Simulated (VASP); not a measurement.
# Si16Ni16H (a cell with a defect) (H interstitial hop) in VASP: single point with PBE

Aim: the single point of Si16Ni16H (a cell with a defect) (H interstitial hop) with PBE.

All numbers are computed with VASP 6.6.1; they aren't measurements. Logs are shortened: lines on timing, memory, paths and dates and some standing lists are left out, and cuts for length are marked.

**1. The cell of the first run**

The cell holds a defect, 33 atoms: a = 8.324 Å, b = 8.324 Å, c = 8.324 Å, α = 103.76°, β = 131.83°, γ = 95.47°.

**2. Single point, PBE**

The input, INCAR:

```
PREC = Accurate
ENCUT = 520
EDIFF = 1E-6
ISMEAR = 1
SIGMA = 0.1
LREAL = Auto
LASPH = T
NELM = 60
ALGO = Normal
ISIF = 2
LWAVE = F
LCHARG = T
GGA = PE
LELF = T
LVHAR = T
NBANDS = 134
```

The input, KPOINTS:

```
regular mesh
0
Gamma
  1 1 1
```

The input, POSCAR:

```
Si16Ni16H
1.0
   -5.1384090200      3.3970617200      5.5985037800
    5.1384090200     -3.3970617200      5.5985037800
    5.1384090200      3.3970617200     -5.5985037800
Si Ni H
16 16 1
Direct
    0.1681313951      0.2091202867      0.7775195190
    0.1801837947      0.7040060475      0.2494772227
    0.6737533373      0.2087273178      0.2879741350
    0.6698474650      0.7079893830      0.7869652276
    0.3396213273      0.2908511565      0.2161087375
    0.3272914669      0.7959351640      0.7439001031
    0.8336476708      0.2910669800      0.7053518903
    0.8380107394      0.7920041791      0.2067012416
    0.3393948528      0.1241602010      0.5412820711
    0.3315114170      0.6191347145      0.0326326404
    0.8335471209      0.1189148741      0.0340653659
    0.8357017470      0.6176873354      0.5266046764
    0.1683274060      0.3757619290      0.4522973098
    0.1759828719      0.8806124071      0.9607573514
    0.6739920754      0.3809786609      0.9593803749
    0.6719760556      0.8822642952      0.4669309126
    0.4693379389      0.1003340011      0.8790522795
    0.4771347745      0.5953970363      0.3789507841
    0.9714533462      0.0968756998      0.3754173051
    0.9595724996      0.5952029902      0.8587271967
    0.0382472169      0.3994811538      0.1143909093
    0.0305147759      0.9046059452      0.6145904382
    0.5361751362      0.4031446898      0.6181808092
    0.5480149502      0.9045559890      0.1346430982
    0.0363033649      0.4136816808      0.6245781224
    0.0353764122      0.9144162514      0.1244353571
    0.5318698775      0.4103062061      0.1239081713
    0.5370628780      0.9141595546      0.6304706424
    0.4712456470      0.0861139198      0.3687768594
    0.4723843186      0.5856588809      0.8692793723
    0.9757997202      0.0896516715      0.8696437183
    0.9705522662      0.5856335446      0.3629520001
    0.2537506129      0.7494279739      0.4966805809
```

Potentials or basis: VASP PAW PBE potentials, release 64 (Si, Ni, H).

The run is started by

```
> cat potpaw_PBE.64/Si/POTCAR potpaw_PBE.64/Ni/POTCAR potpaw_PBE.64/H/POTCAR > POTCAR
> mpirun -np 1 vasp_gam > vasp.out
```

OUTCAR:

```text
PREC = Accurate
   ENCUT = 520
   EDIFF = 1E-6
   ISMEAR = 1
   LREAL = Auto
   LASPH = T
   NELM = 60
   ISIF = 2
   GGA = PE

 ion  position               nearest neighbor table
   1  0.168  0.209  0.778-  25 2.29  22 2.31  27 2.32  19 2.38  17 2.41  31 2.42   7 2.63   5 2.74
                             9 3.11  10 3.13
   2  0.180  0.704  0.249-  33 1.63  20 2.26  26 2.28  21 2.32  18 2.33  28 2.40  32 2.69  10 2.82
                             8 2.82  14 3.08
   3  0.674  0.209  0.288-  24 2.30  25 2.31  27 2.32  17 2.41  29 2.42  19 2.43   7 2.61   5 2.63
                            12 3.11
   4  0.670  0.708  0.787-  23 2.31  28 2.32  26 2.33  30 2.39  20 2.41  18 2.43   8 2.60   6 2.82
                            11 3.13
   5  0.340  0.291  0.216-  29 2.29  18 2.31  31 2.32  23 2.38  21 2.41  27 2.42   3 2.63   1 2.74
                            13 3.11  14 3.14
   6  0.327  0.796  0.744-  33 1.63  24 2.26  30 2.28  17 2.32  22 2.33  32 2.40  28 2.69  14 2.82
                             4 2.82  10 3.09  12 3.15
   7  0.834  0.291  0.705-  20 2.30  29 2.31  31 2.32  21 2.41  25 2.42  23 2.43   3 2.61   1 2.63
                            16 3.11
   8  0.838  0.792  0.207-  19 2.31  32 2.32  30 2.33  26 2.39  24 2.41  22 2.43   4 2.60   2 2.82
                            15 3.13
   9  0.339  0.124  0.541-  29 2.31  17 2.32  19 2.33  23 2.38  28 2.42  26 2.46  15 2.61  13 2.62
[... 32 lines left out ...]
                            30 2.67  19 2.68
  26  0.035  0.914  0.124-   2 2.28  14 2.30   4 2.33   8 2.39  11 2.40   9 2.46  31 2.66  19 2.66
                            29 2.67  20 2.72
  27  0.532  0.410  0.124-   1 2.32  15 2.32   3 2.32  12 2.39   5 2.42  10 2.42  17 2.63  18 2.64
                            30 2.66  32 2.71
  28  0.537  0.914  0.630-  33 1.96  16 2.26   4 2.32  11 2.39   2 2.40   9 2.42  29 2.67  17 2.68
                             6 2.69  31 2.71  18 2.72
  29  0.471  0.086  0.369-   5 2.29   9 2.31   7 2.31  16 2.39  14 2.41   3 2.42  24 2.63  26 2.67
                            28 2.67  23 2.68
  30  0.472  0.586  0.869-   6 2.28  10 2.30   8 2.33   4 2.39  15 2.40  13 2.46  27 2.66  23 2.66
                            25 2.67  24 2.71
  31  0.976  0.090  0.870-   5 2.32   7 2.32  11 2.32  16 2.39   1 2.42  14 2.42  21 2.63  22 2.64
                            26 2.66  28 2.71
  32  0.971  0.586  0.363-  33 1.95  12 2.26   8 2.32  15 2.39   6 2.40  13 2.42  25 2.67  21 2.68
                             2 2.69  27 2.71  22 2.72
  33  0.254  0.749  0.497-   6 1.63   2 1.63  32 1.95  28 1.96

  LATTYP: Found a body centered orthorhombic cell.
 ALAT       =     6.7941234400
 B/A-ratio  =     1.5126039629
 C/A-ratio  =     1.6480429976

  Lattice vectors:

 A1 = (   5.1384090200,   3.3970617200,   5.5985037800)
 A2 = (  -5.1384090200,  -3.3970617200,   5.5985037800)
 A3 = (   5.1384090200,  -3.3970617200,  -5.5985037800)

Analysis of symmetry for initial positions (statically):
=====================================================================
 Subroutine PRICEL returns:
 Original cell was already a primitive cell.

 Routine SETGRP: Setting up the symmetry group for a
 body centered orthorhombic supercell.

 Subroutine GETGRP returns: Found  1 space group operations
 (whereof  1 operations were pure point group operations)
 out of a pool of  8 trial point group operations.

The static configuration has the point symmetry C_1 .

Analysis of symmetry for dynamics (positions and initial velocities):
=====================================================================
 Subroutine PRICEL returns:
 Original cell was already a primitive cell.

 Routine SETGRP: Setting up the symmetry group for a
 body centered orthorhombic supercell.

 Subroutine GETGRP returns: Found  1 space group operations
 (whereof  1 operations were pure point group operations)
 out of a pool of  8 trial point group operations.

The dynamic configuration has the point symmetry C_1 .

 Subroutine INISYM returns: Found  1 space group operations
 (whereof  1 operations are pure point group operations),
 and found     1 'primitive' translations

----------------------------------------------------------------------------------------

                                     Primitive cell

  volume of cell :     390.8986

  direct lattice vectors                    reciprocal lattice vectors
    -5.138409020  3.397061720  5.598503780     0.000000000  0.147186022  0.089309576
     5.138409020 -3.397061720  5.598503780     0.097306384  0.000000000  0.089309576
     5.138409020  3.397061720 -5.598503780     0.097306384  0.147186022  0.000000000

  length of vectors
     8.323852483  8.323852483  8.323852483     0.172162497  0.132078510  0.176443354

  position of ions in fractional coordinates (direct lattice)
[... 71 lines left out ...]

 KPOINTS: regular mesh

Automatic generation of k-mesh.
 Grid dimensions read from file:
 generate k-points for:    1    1    1

 Generating k-lattice:

  Cartesian coordinates                     Fractional coordinates (reciprocal lattice)
     0.000000000  0.147186022  0.089309576     1.000000000  0.000000000  0.000000000
     0.097306384  0.000000000  0.089309576     0.000000000  1.000000000  0.000000000
     0.097306384  0.147186022  0.000000000     0.000000000  0.000000000  1.000000000

  Length of vectors
     0.172162497  0.132078510  0.176443354

  Shift w.r.t. Gamma in fractional coordinates (k-lattice)
     0.000000000  0.000000000  0.000000000

 Subroutine IBZKPT returns following result:
 ===========================================

 Found      1 irreducible k-points:

 Following reciprocal coordinates:
            Coordinates               Weight
  0.000000  0.000000  0.000000      1.000000
   k-points           NKPTS =      1   k-points in BZ     NKDIM =      1   number of bands    NBANDS=    134
   number of dos      NEDOS =    301   number of ions     NIONS =     33
   total plane-waves  NPLWV = 262144
   dimension x,y,z NGX =    64 NGY =   64 NGZ =   64
   dimension x,y,z NGXF=   128 NGYF=  128 NGZF=  128
   ions per type =              16  16   1
   NGX,Y,Z   is equivalent  to a cutoff of  12.78, 12.78, 12.78 a.u.
   NGXF,Y,Z  is equivalent  to a cutoff of  25.56, 25.56, 25.56 a.u.
 SYSTEM =  unknown system
   PREC   = accura    normal or accurate (medium, high low for compatibility)
   ISTART =      0    job   : 0-new  1-cont  2-samecut
   ICHARG =      2    charge: 1-file 2-atom 10-const
   ISPIN  =      1    spin polarized calculation?
   LNONCOLLINEAR =      F non collinear calculations
   LSORBIT =      F    spin-orbit coupling
   LASPH  =      T    aspherical Exc in radial PAW
   ENCUT  =  520.0 eV  38.22 Ry    6.18 a.u.  15.48 15.48 15.48*2*pi/ulx,y,z
   NELM   =     60;   NELMIN=  2; NELMDL= -5     # of ELM steps
   EDIFF  = 0.1E-05   stopping-criterion for ELM
   LREAL  =      T    real-space projection
   EDIFFG = 0.1E-04   stopping-criterion for IOM
   NSW    =      0    number of steps for IOM
   IBRION =     -1    ionic relax: 0-MD 1-quasi-New 2-CG
   NFREE  =      0    steps in history (QN), initial steepest desc. (CG)
   ISIF   =      2    stress and relaxation
   ISYM   =      2    0-nonsym 1-usesym 2-fastsym
   POTIM  = 0.5000    time-step for ionic-motion
   TEBEG  =    0.0;   TEEND  =   0.0 temperature during run
   PSTRESS=    0.0 pullay stress
   NELECT =     225.0000    total number of electrons
   NUPDOWN=      -1.0000    fix difference up-down
   EMIN   =  10.00;   EMAX   =-10.00  energy-range for DOS
   EFERMI =   0.00;   METHOD = LEGACY
   ISMEAR =     1;   SIGMA  =   0.10  broadening in eV -4-tet -1-fermi 0-gaus
   EFERMI_NEDOS =   21; number of points for ismear=-14 and -15
   IALGO  =     38    algorithm
   IMIX   =      4    mixing-type and parameters
     AMIX     =   0.40;   BMIX     =  1.00
     AMIX_MAG =   1.60;   BMIX_MAG =  1.00
  volume/ion in A,a.u.               =      11.85        79.94
  Fermi-wavevector in a.u.,A,eV,Ry     =   1.361803  2.573435 25.232108  1.854508
  Thomas-Fermi vector in A             =   2.488348
   LORBIT       =      0    0 simple, 1 ext, 2 COOP (PROOUT), +10 PAW based schemes
   GGA     = PE    functional components
   LHFCALC =     F    Hartree Fock is set to
   AEXX    =    0.0000 exact exchange contribution
   IVDW    =     0    specifies the selected vdW correction
   LEPSILON=     F    determine dielectric tensor
   LRPA    =     F    only Hartree local field effects (RPA)
 non-spin polarized calculation
 Methfessel and Paxton  Order N= 1 SIGMA  =   0.10
  energy-cutoff  :      520.00
  volume of cell :      390.90
 maximum number of plane-waves:      5272
 NGX is ok and might be reduce to    64
   NGX = 31   NGY = 31   NGZ = 31

 number of electron     225.0000003 magnetization

 Free energy of the ion-electron system (eV)
  ---------------------------------------------------
  ext. energy  EPLUGINS =         0.00000000
  ---------------------------------------------------
  free energy    TOTEN  =      -191.49586780 eV

  energy without entropy =     -191.48591108  energy(sigma->0) =     -191.49254889

 E-fermi :  10.5660     XC(G=0): -12.2016

 val. band max:       10.4114404425   @ k =   0.0000   0.0000   0.0000
 cond. band min:      10.5797828586   @ k =   0.0000   0.0000   0.0000
 fundamental gap:      0.1683424160
 Fermi energy:        10.5659937523

 k-point     1 :       0.0000    0.0000    0.0000
  band No.  band energies     occupation
      1      -2.7277      2.00000
      2      -0.9963      2.00000
      3      -0.7962      2.00000
      4       0.3570      2.00000
      5       0.4437      2.00000
      6       0.6370      2.00000
[... 116 lines left out ...]
    123      12.3487     -0.00000
    124      12.3880     -0.00000
 [bands above 124 left out]

------------------------ aborting loop because EDIFF is reached ----------------------------------------

  FORCE on cell =-STRESS in cart. coord.  units (eV):
  Direction    XX          YY          ZZ          XY          YZ          ZX
  --------------------------------------------------------------------------------------
  -------------------------------------------------------------------------------------
  Total        6.4672900    -15.5133997     14.9719374      2.3459174     -3.8694939     -3.2438561
  in kB       26.5075044    -63.5848261     61.3655326      9.6152198    -15.8599083    -13.2956046
  external PRESSURE =       8.0960703 kB  Pullay stress =       0.0000000 kB

 VOLUME and BASIS-vectors are now :
 -----------------------------------------------------------------------------
  energy-cutoff  :      520.00
  volume of cell :      390.90
      direct lattice vectors                 reciprocal lattice vectors
    -5.138409020  3.397061720  5.598503780     0.000000000  0.147186022  0.089309576
     5.138409020 -3.397061720  5.598503780     0.097306384  0.000000000  0.089309576
     5.138409020  3.397061720 -5.598503780     0.097306384  0.147186022  0.000000000

 POSITION                                       TOTAL-FORCE (eV/Angst)
 -----------------------------------------------------------------------------------
      4.20583      2.50204     -2.24090         0.001804     -0.008366      0.004288
      3.97353     -0.93197      3.55344        -0.003711      0.005897      0.006220
     -0.90977      2.55799      3.32835         0.006400      0.004060      0.003291
      4.23974      2.54380      3.30800        -0.000304      0.006796      0.004831
      0.85985      0.89981      2.31982         0.000891      0.006870     -0.009404
      6.23055      0.93506      2.12366         0.001956     -0.004437     -0.006908
[... 25 lines left out ...]
     -0.11287      2.54056      6.68032        -0.011366      0.001192      0.004198
      5.09914      0.00341      2.83563         0.000721     -0.002529     -0.003520
 -----------------------------------------------------------------------------------
    total drift:                                0.004538      0.002634      0.000856

  FREE ENERGIE OF THE ION-ELECTRON SYSTEM (eV)
  ---------------------------------------------------
  free  energy   TOTEN  =      -191.4958677968 eV

  energy  without entropy=     -191.4859110785  energy(sigma->0) =     -191.49254889
```

It took 4 min on 1 thread of Intel Xeon Platinum 8259CL at 2.50GHz (Skylake/Cascade Lake), shared host; peak memory 0.55 GiB.

What came out:

| Quantity | Value |
| --- | --- |
| Free energy | -191.4959 eV |
| Pressure | 0.8 GPa |
| Largest force | 0.017 eV/Å |

Forces on the atoms (eV/Å):
```
Si   0.002 -0.008  0.004
Si  -0.004  0.006  0.006
Si   0.006  0.004  0.003
Si   0.000  0.007  0.005
Si   0.001  0.007 -0.009
Si   0.002 -0.004 -0.007
Si  -0.007 -0.001  0.001
Si   0.002 -0.007 -0.006
Si   0.011 -0.001  0.001
Si   0.005 -0.006 -0.003
Si   0.000  0.006  0.001
Si  -0.001  0.001 -0.008
Si  -0.011 -0.003 -0.003
Si  -0.005  0.008  0.005
Si  -0.002 -0.003  0.001
Si   0.002  0.002  0.009
Ni   0.011  0.001 -0.002
Ni   0.011  0.004  0.000
Ni   0.009 -0.002 -0.003
Ni   0.008 -0.004  0.004
Ni  -0.009 -0.002  0.004
Ni  -0.012 -0.004 -0.001
Ni  -0.012  0.002  0.003
Ni  -0.004  0.005 -0.003
Ni   0.017  0.000  0.001
Ni   0.012 -0.001  0.006
Ni   0.013  0.000  0.004
Ni   0.014 -0.002 -0.001
Ni  -0.016 -0.001 -0.001
Ni  -0.016 -0.001 -0.006
Ni  -0.015  0.000 -0.005
Ni  -0.011  0.001  0.004
H    0.001 -0.003 -0.004
```

Stress tensor (GPa, compression positive):
```
 2.65  0.96 -1.33
 0.96 -6.36 -1.59
-1.33 -1.59  6.14
```

Levels at points of the mesh, in eV from the Fermi level:
| k point | band 109 | band 110 | band 111 | band 112 | band 113 | band 114 | band 115 | band 116 |
| --- | --- | --- | --- | --- | --- | --- | --- | --- |
| (0.00, 0.00, 0.00) | -1.22 | -1.12 | -0.42 | -0.15 | 0.01 | 0.05 | 0.12 | 0.18 |

Caveat: the k points lie up to 1.11 Å⁻¹ apart. Spin polarisation is off, so any magnetic state and its effect on volume and gap are missing.
